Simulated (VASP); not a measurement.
Input of a VASP 6.6.1 run:

INCAR

```
ALGO = Normal
EDIFF = 1E-6
ENCUT = 520
GGA = PE
ISIF = 2
ISMEAR = 0
ISPIN = 2
LASPH = T
LCHARG = F
LMAXMIX = 4
LORBIT = 11
LREAL = F
LWAVE = F
MAGMOM = 0.64
NBANDS = 15
NELM = 150
PREC = Accurate
SIGMA = 0.15
```

KPOINTS

```
k-points
0
Gamma
  22 22 22
```

The input POSCAR:

```
Ni
1.0
   -1.4328424596      1.4001489809      1.4328424596
    1.3674555022     -1.4001489809      1.3674555022
    1.4328424596      1.4001489809     -1.4328424596
Ni
1
Direct
    0.0000000000      0.0000000000      0.0000000000
```

Potentials or basis: VASP PAW PBE potentials, release 64 (Ni).

Run with:

```sh
$ cat potpaw_PBE.64/Ni/POTCAR > POTCAR
$ mpirun -np 1 vasp_std > vasp.out
```

Problem. Estimate the site moments.

Solution. Ni +0.55 μB.

Problem. Predict the net moment.

Solution. 0.54 μB per cell.

Problem. What does it give for the pressure?

Solution. 0.4 GPa.

Stress tensor (GPa, compression positive):
```
0.30 0.00 7.00
0.00 0.72 0.00
7.00 0.00 0.30
```

Caveat: the cell differs from its parent crystal (engineering shear strain xz -0.0467, engineering shear strain yz +0.0000).
